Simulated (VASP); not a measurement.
# Fe (Pm-3m) in VASP: a series of runs

Fe is run at these levels: BLYP; tasks: single point, relaxation of cell and atoms.

Everything below comes from runs of VASP 6.6.1. Logs are shortened: lines on timing, memory, paths and dates and some standing lists are left out, and cuts for length are marked.

## Step 1: The cell of the first run

The structure is cubic, space group Pm-3m (No. 221). Conventional cell: a = 2.442 Å, b = 2.442 Å, c = 2.442 Å, α = 90.00°, β = 90.00°, γ = 90.00°. Within 3.2 Å of Fe (site symmetry m-3m) lie 6 Fe at 2.44 Å.

This isn't the form of Fe at room conditions, which is bcc.

## Step 2: Single point, BLYP, collinear spin, antiferromagnetic start (14.56 Å³/atom)

The input, INCAR:

```
  PREC = Accurate
  ENCUT = 520
  EDIFF = 1E-6
  ISMEAR = -1
  SIGMA = 0.05
  LREAL = F
  LASPH = T
  NELM = 150
  ALGO = Normal
  ISIF = 2
  LWAVE = F
  LCHARG = F
  ISPIN = 2
  MAGMOM = 2.16 -2.16
  LORBIT = 11
  LMAXMIX = 4
  GGA = B5
  ALDAX = 1.0
  AGGAX = 1.0
  AGGAC = 1.0
  ALDAC = 0.0
  NBANDS = 19
```

The input, KPOINTS:

```
Automatic mesh
0
Gamma
  13 13 13
```

The input, POSCAR:

```
Fe
1.0
    0.0000000000      2.4416146005      2.4416146005
    2.4416146005      0.0000000000      2.4416146005
    2.4416146005      2.4416146005      0.0000000000
Fe
2
Direct
    0.0000000000      0.0000000000      0.0000000000
    0.5000000000      0.5000000000      0.5000000000
```

Potentials or basis: VASP PAW PBE potentials, release 64 (Fe).

Run with:

```bash
cat potpaw_PBE.64/Fe/POTCAR > POTCAR
mpirun -np 1 vasp_std > vasp.out
```

OUTCAR:

```text
PREC = Accurate
   ENCUT = 520
   EDIFF = 1E-6
   ISMEAR = -1
   LREAL = F
   LASPH = T
   NELM = 150
   ISIF = 2
   ISPIN = 2
   LORBIT = 11
   GGA = B5

 ion  position               nearest neighbor table
   1  0.000  0.000  0.000-   2 2.44   2 2.44   2 2.44   2 2.44   2 2.44   2 2.44
   2  0.500  0.500  0.500-   1 2.44   1 2.44   1 2.44   1 2.44   1 2.44   1 2.44

  LATTYP: Found a face centered cubic cell.
 ALAT       =     4.8832292010

  Lattice vectors:

 A1 = (   0.0000000000,   2.4416146005,   2.4416146005)
 A2 = (   2.4416146005,   0.0000000000,   2.4416146005)
 A3 = (   2.4416146005,   2.4416146005,   0.0000000000)

Analysis of symmetry for initial positions (statically):
=====================================================================
 Subroutine PRICEL returns following result:

  LATTYP: Found a simple cubic cell.
 ALAT       =     2.4416146005

  Lattice vectors:

 A1 = (  -2.4416146005,   0.0000000000,   0.0000000000)
 A2 = (   0.0000000000,   0.0000000000,   2.4416146005)
 A3 = (   0.0000000000,   2.4416146005,   0.0000000000)

   2 primitive cells build up your supercell.

 Routine SETGRP: Setting up the symmetry group for a
 face centered cubic supercell.

 Subroutine GETGRP returns: Found 48 space group operations
 (whereof 48 operations were pure point group operations)
 out of a pool of 48 trial point group operations.

The static configuration has the point symmetry O_h .

Analysis of symmetry for dynamics (positions and initial velocities):
=====================================================================
 Subroutine PRICEL returns following result:

  LATTYP: Found a simple cubic cell.
 ALAT       =     2.4416146005

  Lattice vectors:

 A1 = (  -2.4416146005,   0.0000000000,   0.0000000000)
 A2 = (   0.0000000000,   0.0000000000,   2.4416146005)
 A3 = (   0.0000000000,   2.4416146005,   0.0000000000)

   2 primitive cells build up your supercell.

 Routine SETGRP: Setting up the symmetry group for a
 face centered cubic supercell.

 Subroutine GETGRP returns: Found 48 space group operations
 (whereof 48 operations were pure point group operations)
 out of a pool of 48 trial point group operations.

The dynamic configuration has the point symmetry O_h .

Analysis of structural, dynamic, and magnetic symmetry:
=====================================================================
 Subroutine PRICEL returns following result:

  LATTYP: Found a simple cubic cell.
 ALAT       =     2.4416146005

  Lattice vectors:

 A1 = (  -2.4416146005,   0.0000000000,   0.0000000000)
 A2 = (   0.0000000000,   0.0000000000,   2.4416146005)
 A3 = (   0.0000000000,   2.4416146005,   0.0000000000)

   2 primitive cells build up your supercell.

 Routine SETGRP: Setting up the symmetry group for a
 face centered cubic supercell.

 Subroutine GETGRP returns: Found 48 space group operations
 (whereof 48 operations were pure point group operations)
 out of a pool of 48 trial point group operations.

The overall configuration has the point symmetry O_h .

 Subroutine INISYM returns: Found 48 space group operations
 (whereof 48 operations are pure point group operations),
 and found     2 'primitive' translations

----------------------------------------------------------------------------------------

                                     Primitive cell

  volume of cell :      14.5556

  direct lattice vectors                    reciprocal lattice vectors
    -2.441614600  0.000000000  0.000000000    -0.409565048  0.000000000  0.000000000
     0.000000000  0.000000000  2.441614600     0.000000000  0.000000000  0.409565048
     0.000000000  2.441614600  0.000000000     0.000000000  0.409565048  0.000000000

  length of vectors
     2.441614600  2.441614600  2.441614600     0.409565048  0.409565048  0.409565048

  position of ions in fractional coordinates (direct lattice)
     0.000000000  0.000000000  0.000000000

  ion indices of the primitive-cell ions
   primitive index   ion index
                 1           1

----------------------------------------------------------------------------------------

 KPOINTS: Automatic mesh

Automatic generation of k-mesh.
 Grid dimensions read from file:
 generate k-points for:   13   13   13

 Generating k-lattice:

  Cartesian coordinates                     Fractional coordinates (reciprocal lattice)
    -0.015752502  0.015752502  0.015752502     0.076923077  0.000000000  0.000000000
     0.015752502 -0.015752502  0.015752502     0.000000000  0.076923077  0.000000000
     0.015752502  0.015752502 -0.015752502     0.000000000  0.000000000  0.076923077

  Length of vectors
     0.027284134  0.027284134  0.027284134

  Shift w.r.t. Gamma in fractional coordinates (k-lattice)
     0.000000000  0.000000000  0.000000000

 Subroutine IBZKPT returns following result:
 ===========================================

 Found     84 irreducible k-points:

 Following reciprocal coordinates:
            Coordinates               Weight
  0.000000  0.000000  0.000000      1.000000
  0.076923  0.000000  0.000000      8.000000
  0.153846  0.000000  0.000000      8.000000
  0.230769  0.000000  0.000000      8.000000
  0.307692  0.000000  0.000000      8.000000
  0.384615  0.000000  0.000000      8.000000
[... 16 lines left out ...]
  0.384615  0.153846  0.000000     24.000000
  0.461538  0.153846  0.000000     24.000000
 [... further k-points ...]
   k-points           NKPTS =     84   k-points in BZ     NKDIM =     84   number of bands    NBANDS=     19
   number of dos      NEDOS =    301   number of ions     NIONS =      2
   total plane-waves  NPLWV =  21952
   dimension x,y,z NGX =    28 NGY =   28 NGZ =   28
   dimension x,y,z NGXF=    56 NGYF=   56 NGZF=   56
   ions per type =               2
   NGX,Y,Z   is equivalent  to a cutoff of  13.48, 13.48, 13.48 a.u.
   NGXF,Y,Z  is equivalent  to a cutoff of  26.96, 26.96, 26.96 a.u.
 SYSTEM =  unknown system
   PREC   = accura    normal or accurate (medium, high low for compatibility)
   ISTART =      0    job   : 0-new  1-cont  2-samecut
   ICHARG =      2    charge: 1-file 2-atom 10-const
   ISPIN  =      2    spin polarized calculation?
   LNONCOLLINEAR =      F non collinear calculations
   LSORBIT =      F    spin-orbit coupling
   LASPH  =      T    aspherical Exc in radial PAW
   ENCUT  =  520.0 eV  38.22 Ry    6.18 a.u.   6.42  6.42  6.42*2*pi/ulx,y,z
   NELM   =    150;   NELMIN=  2; NELMDL= -5     # of ELM steps
   EDIFF  = 0.1E-05   stopping-criterion for ELM
   LREAL  =      F    real-space projection
   EDIFFG = 0.1E-04   stopping-criterion for IOM
   NSW    =      0    number of steps for IOM
   IBRION =     -1    ionic relax: 0-MD 1-quasi-New 2-CG
   NFREE  =      0    steps in history (QN), initial steepest desc. (CG)
   ISIF   =      2    stress and relaxation
   ISYM   =      2    0-nonsym 1-usesym 2-fastsym
   POTIM  = 0.5000    time-step for ionic-motion
   TEBEG  =    0.0;   TEEND  =   0.0 temperature during run
   PSTRESS=    0.0 pullay stress
   NELECT =      16.0000    total number of electrons
   NUPDOWN=      -1.0000    fix difference up-down
   EMIN   =  10.00;   EMAX   =-10.00  energy-range for DOS
   EFERMI =   0.00;   METHOD = LEGACY
   ISMEAR =    -1;   SIGMA  =   0.05  broadening in eV -4-tet -1-fermi 0-gaus
   EFERMI_NEDOS =   21; number of points for ismear=-14 and -15
   IALGO  =     38    algorithm
   IMIX   =      4    mixing-type and parameters
     AMIX     =   0.40;   BMIX     =  1.00
     AMIX_MAG =   1.60;   BMIX_MAG =  1.00
  volume/ion in A,a.u.               =      14.56        98.23
  Fermi-wavevector in a.u.,A,eV,Ry     =   1.340997  2.534116 24.466978  1.798272
  Thomas-Fermi vector in A             =   2.469265
   LORBIT       =     11    0 simple, 1 ext, 2 COOP (PROOUT), +10 PAW based schemes
   GGA     = B5    functional components
   LHFCALC =     F    Hartree Fock is set to
   AEXX    =    0.0000 exact exchange contribution
   IVDW    =     0    specifies the selected vdW correction
   LEPSILON=     F    determine dielectric tensor
   LRPA    =     F    only Hartree local field effects (RPA)
 spin polarized calculation
  energy-cutoff  :      520.00
  volume of cell :       29.11
 maximum number of plane-waves:       801
 NGX is ok and might be reduce to    28
   NGX = 13   NGY = 13   NGZ = 13

 number of electron      16.0000006 magnetization      -0.0000000

 number of electron      16.0000006 magnetization       0.0000000

 Free energy of the ion-electron system (eV)
  ---------------------------------------------------
  ext. energy  EPLUGINS =         0.00000000
  ---------------------------------------------------
  free energy    TOTEN  =       -12.52064392 eV

  energy without entropy =      -12.48424372  energy(sigma->0) =      -12.50244382

 E-fermi :   4.6968     XC(G=0): -11.0810

 val. band max:        4.6945655208   @ k =  -0.2308   0.2308   0.0000
 cond. band min:       4.6989428318   @ k =  -0.3846   0.3846   0.0000
 fundamental gap:      0.0043773110
 Fermi energy:         4.6968178246

 spin component 1

 k-point     1 :       0.0000    0.0000    0.0000
  band No.  band energies     occupation
      1      -2.6996      1.00000
      2       1.1944      1.00000
      3       1.1945      1.00000
      4       1.3185      1.00000
      5       1.3185      1.00000
      6       1.3186      1.00000
[... 505 lines left out ...]
      6       2.7463      1.00000
[... 11 lines left out ...]
     18      21.4115      0.00000
     19      23.3324      0.00000

 [... further k-points ...]

 spin component 2

 k-point     1 :       0.0000    0.0000    0.0000
  band No.  band energies     occupation
      1      -2.6996      1.00000
      2       1.1944      1.00000
      3       1.1945      1.00000
      4       1.3185      1.00000
      5       1.3185      1.00000
      6       1.3186      1.00000
[... 505 lines left out ...]
      6       2.7463      1.00000
[... 11 lines left out ...]
     18      21.4115      0.00000
     19      23.3324      0.00000

 [... further k-points ...]

------------------------ aborting loop because EDIFF is reached ----------------------------------------

  FORCE on cell =-STRESS in cart. coord.  units (eV):
  Direction    XX          YY          ZZ          XY          YZ          ZX
  --------------------------------------------------------------------------------------
  -------------------------------------------------------------------------------------
  Total       -0.5799013     -0.5799013     -0.5799013      0.0000000      0.0000000      0.0000000
  in kB      -31.9156245    -31.9156245    -31.9156245      0.0000000      0.0000000      0.0000000
  external PRESSURE =     -31.9156245 kB  Pullay stress =       0.0000000 kB

 VOLUME and BASIS-vectors are now :
 -----------------------------------------------------------------------------
  energy-cutoff  :      520.00
  volume of cell :       29.11
      direct lattice vectors                 reciprocal lattice vectors
     0.000000000  2.441614600  2.441614600    -0.204782524  0.204782524  0.204782524
     2.441614600  0.000000000  2.441614600     0.204782524 -0.204782524  0.204782524
     2.441614600  2.441614600  0.000000000     0.204782524  0.204782524 -0.204782524

 POSITION                                       TOTAL-FORCE (eV/Angst)
 -----------------------------------------------------------------------------------
      0.00000      0.00000      0.00000         0.000000     -0.000000     -0.000000
      2.44161      2.44161      2.44161        -0.000000      0.000000      0.000000
 -----------------------------------------------------------------------------------
    total drift:                                0.000000      0.000000      0.000000

  FREE ENERGIE OF THE ION-ELECTRON SYSTEM (eV)
  ---------------------------------------------------
  free  energy   TOTEN  =       -12.5206439180 eV

  energy  without entropy=      -12.4842437217  energy(sigma->0) =      -12.50244382

 total charge

# of ion       s       p       d       tot
------------------------------------------
    1        0.484   0.390   6.194   7.067
    2        0.484   0.390   6.194   7.067
--------------------------------------------------
tot          0.968   0.780  12.387  14.134

 magnetization (x)

# of ion       s       p       d       tot
------------------------------------------
    1        0.055   0.029   2.248   2.332
    2       -0.055  -0.029  -2.248  -2.332
--------------------------------------------------
tot          0.000   0.000   0.000   0.000
```

Wall time 67 s (1 thread of Intel Xeon 6975P-C (Granite Rapids), shared host); peak memory 0.21 GiB.

What came out:

| Property | Result |
| --- | --- |
| Free energy | -12.5206 eV |
| Pressure | -3.2 GPa |
| Band gap on the k mesh | zero (filled and empty bands overlap) |
| Net moment | 0.00 μB per cell |
| Site moments | Fe +2.33, -2.33 μB |
| Valence electrons inside the program's atomic spheres | Fe 7.07 |

Caveat: the cell stands under tension; the antiferromagnetic order is the one typed at the start, and another may lie lower; the PAW data sets were made with another functional, which shifts forces and pressure a little.

## Step 3: Relaxation of cell and atoms, BLYP, collinear spin, antiferromagnetic start

This run uses another cell than the first one, of 12.72 Å³/atom.

The input, INCAR:

```
PREC = Accurate
ENCUT = 600
EDIFF = 1E-6
ISMEAR = -1
SIGMA = 0.05
LREAL = F
LASPH = T
NELM = 150
ALGO = Normal
ISIF = 3
LWAVE = F
LCHARG = F
ISPIN = 2
MAGMOM = 2.5 -2.5
LORBIT = 11
LMAXMIX = 4
GGA = B5
ALDAX = 1.0
AGGAX = 1.0
AGGAC = 1.0
ALDAC = 0.0
IBRION = 2
NSW = 80
EDIFFG = -0.01
```

The input, KPOINTS:

```
Automatic mesh
0
Gamma
  12 12 12
```

The input, POSCAR:

```
Fe
1.0
    0.0000000000      2.3342634294      2.3342634294
    2.3342634294      0.0000000000      2.3342634294
    2.3342634294      2.3342634294      0.0000000000
Fe
2
Direct
    0.0000000000      0.0000000000      0.0000000000
    0.5000000000      0.5000000000      0.5000000000
```

Potentials or basis: VASP PAW PBE potentials, release 64 (Fe).

Run with:

```bash
cat potpaw_PBE.64/Fe/POTCAR > POTCAR
mpirun -np 1 vasp_std > vasp.out
```

It took 2.5 min on 1 thread of Intel Xeon 6975P-C (Granite Rapids), shared host; peak memory 0.2 GiB.

Results (log left out):

* Free energy: -12.5330 eV
* Relaxed volume: 13.92 Å³/atom
* Relaxed cell: a = 3.402 Å, b = 3.402 Å, c = 3.402 Å, α = 60.00°, β = 60.00°, γ = 60.00°
* Space group after relaxing (to 0.1 Å): Pm-3m (No. 221)
* Energy gained by relaxing: 20.8 meV/atom
* Ionic steps: 5
* Pressure after relaxing: 0.0 GPa
* Band gap on the k mesh: zero (filled and empty bands overlap)
* Net moment: 0.00 μB per cell
* Site moments: Fe +2.19, -2.19 μB
* Valence electrons inside the program's atomic spheres: Fe 7.13

Step by step:
```tsv
step	energy change (eV)	largest force (eV/Å)	pressure (GPa)	volume (Å³)
1	0.0000	0.0000	3.74	25.44
2	-0.0277	0.0000	3.31	26.55
3	-0.0020	0.0000	-5.45	30.07
4	-0.0416	0.0000	0.27	27.74
5	-0.0417	0.0000	-0.04	27.85
```

Final structure:
```
Fe
1.0
     0.00000    2.40574    2.40574
     2.40574    0.00000    2.40574
     2.40574    2.40574    0.00000
Fe
2
Direct
  0.00000 0.00000 0.00000
  0.50000 0.50000 0.50000
```

Levels at points of the mesh, in eV from the Fermi level:
Spin up:
```
           k point  band 6  band 7  band 8  band 9  band 10  band 11
(0.00, 0.00, 0.00)   -3.45    0.61    0.61    0.61     1.22     1.22
(0.50, 0.00, 0.00)   -2.03   -1.22   -1.21   -0.46     0.12     0.12
(0.50, 0.50, 0.00)   -2.05   -1.04    0.43    0.43     0.58     1.18
```
Spin down:
| k point | band 5 | band 6 | band 7 | band 8 | band 9 | band 10 | band 11 | band 12 |
| --- | --- | --- | --- | --- | --- | --- | --- | --- |
| (0.00, 0.00, 0.00) | -3.45 | -3.45 | 0.61 | 0.61 | 0.61 | 1.22 | 1.22 | 11.13 |
| (0.50, 0.00, 0.00) | -2.03 | -2.03 | -1.22 | -1.21 | -0.46 | 0.12 | 0.12 | 1.27 |
| (0.50, 0.50, 0.00) | -2.05 | -2.05 | -1.04 | 0.43 | 0.43 | 0.58 | 1.18 | 4.17 |

Caveat: the antiferromagnetic order is the one typed at the start, and another may lie lower; the PAW data sets were made with another functional, which shifts forces and pressure a little.

## Step 4: Single point, BLYP, collinear spin, antiferromagnetic start

This run uses another cell than the first one, of 14.00 Å³/atom.

The input, INCAR:

```
SYSTEM = Fe
AGGAC = 1.0
AGGAX = 1.0
ALDAC = 0.0
ALDAX = 1.0
ALGO = Normal
EDIFF = 1E-6
ENCUT = 520
GGA = B5
ISIF = 2
ISMEAR = -1
ISPIN = 2
LASPH = .True.
LCHARG = .True.
LELF = .True.
LMAXMIX = 4
LORBIT = 11
LREAL = .False.
LVHAR = .True.
LWAVE = .False.
MAGMOM = 2.16 -2.16
NBANDS = 19
NELM = 150
PREC = Accurate
SIGMA = 0.05
```

The input, KPOINTS:

```
k-points
0
Gamma
  18 18 18
  0 0 0
```

The input, POSCAR:

```
Fe
1.0
    0.0000000000      2.4099017305      2.4099017305
    2.4099017305      0.0000000000      2.4099017305
    2.4099017305      2.4099017305      0.0000000000
Fe
2
Direct
    0.0000000000      0.0000000000      0.0000000000
    0.5000000000      0.5000000000      0.5000000000
```

Run with:

```bash
cat potpaw_PBE.64/Fe/POTCAR > POTCAR
mpirun -np 1 vasp_std > vasp.out
```

Run time: 2.1 min. Hardware: 1 thread of Intel Xeon 6975P-C (Granite Rapids), shared host; peak memory 0.27 GiB.

It converged, with:

* Free energy: -12.5324 eV
* Pressure: -0.4 GPa
* Band gap on the k mesh: zero (filled and empty bands overlap)
* Net moment: 0.00 μB per cell
* Site moments: Fe +2.21, -2.21 μB
* Valence electrons inside the program's atomic spheres: Fe 7.13

Levels at points of the mesh, in eV from the Fermi level:
Spin up:
| k point | band 5 | band 6 | band 7 | band 8 | band 9 | band 10 | band 11 | band 12 |
| --- | --- | --- | --- | --- | --- | --- | --- | --- |
| (0.00, 0.00, 0.00) | -3.44 | -3.44 | 0.61 | 0.61 | 0.61 | 1.21 | 1.21 | 11.07 |
| (0.50, 0.00, 0.00) | -2.04 | -2.04 | -1.20 | -1.20 | -0.48 | 0.13 | 0.13 | 1.27 |
| (0.50, 0.50, 0.00) | -2.06 | -2.06 | -1.04 | 0.43 | 0.43 | 0.57 | 1.17 | 4.14 |
Spin down:
```csv
k point,band 5,band 6,band 7,band 8,band 9,band 10,band 11,band 12
"(0.00, 0.00, 0.00)",-3.44,-3.44,0.61,0.61,0.61,1.21,1.21,11.07
"(0.50, 0.00, 0.00)",-2.04,-2.04,-1.20,-1.20,-0.48,0.13,0.13,1.27
"(0.50, 0.50, 0.00)",-2.06,-2.06,-1.04,0.43,0.43,0.57,1.17,4.14
```

Caveat: the antiferromagnetic order is the one typed at the start, and another may lie lower; the PAW data sets were made with another functional, which shifts forces and pressure a little.

## Step 5: The runs side by side

| task | cell | k mesh | cutoff (eV) | gap on the mesh (eV) | pressure (GPa) | moment (μB) |
| --- | --- | --- | --- | --- | --- | --- |
| single point | a = 3.453 Å, angles 60.0°, 2 atoms | 13 × 13 × 13 | 520 | none | -3.2 | 0.00 |
| relaxation of cell and atoms | relaxed from a = 3.301 Å, angles 60.0°, 2 atoms | 12 × 12 × 12 | 600 | none | 0.0 | 0.00 |
| single point | a = 3.408 Å, angles 60.0°, 2 atoms | 18 × 18 × 18 | 520 | none | -0.4 | 0.00 |

Alike in all rows: level BLYP; potentials or basis VASP PAW PBE potentials, release 64 (Fe); spin collinear, antiferromagnetic start; smearing fermi-dirac 0.05 eV.

Caveats: the antiferromagnetic order is the one typed at the start, and another may lie lower; the PAW data sets were made with another functional, which shifts forces and pressure a little; the cell stands under tension (at least some runs).

Total energies depend on the potentials used, so only differences within one code and one set of settings carry meaning.

The gap in the log of VASP goes by the Fermi energy; the results here count the filled bands.